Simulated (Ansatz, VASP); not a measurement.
Two plane-wave programs on NaCl

```
CELL_PARAMETERS angstrom
0.00000 2.80398 2.80398
2.80398 0.00000 2.80398
2.80398 2.80398 0.00000
ATOMIC_POSITIONS crystal
Na 0.00000 0.00000 0.00000
Cl 0.50000 0.50000 0.50000
```

Alike in both runs: functional r2SCAN; k mesh 8 × 8 × 8; occupations gaussian, width 0.02 eV; no spin polarisation.

Ansatz relaxed the structure, and its values are those at the end. VASP's run is a single point on that final structure, the one shown.

```csv
,VASP,Ansatz
version,VASP 6.6.1,Ansatz 0.2.0
potentials or method,"VASP PAW PBE potentials, release 64 (Na_pv, Cl), cutoff 520 eV","scalar-relativistic, plane waves, PAW"
valence electrons in the cell,14,16
```

```tsv
	VASP	Ansatz	Ansatz less VASP
gap on the k mesh at the Fermi level (eV)	5.99	5.97	-0.023
least direct gap on the mesh (eV)	5.99	5.97	-0.023
pressure (GPa)	-0.2	0.0	+0.19
```

VASP's potentials were made for PBE, not for r2SCAN. With one functional, cell and mesh, what is left measures potentials, basis and numerics. VASP's potentials hold 14 valence electrons a cell and Ansatz's 16, so a difference there can come from the potentials and not from the codes.
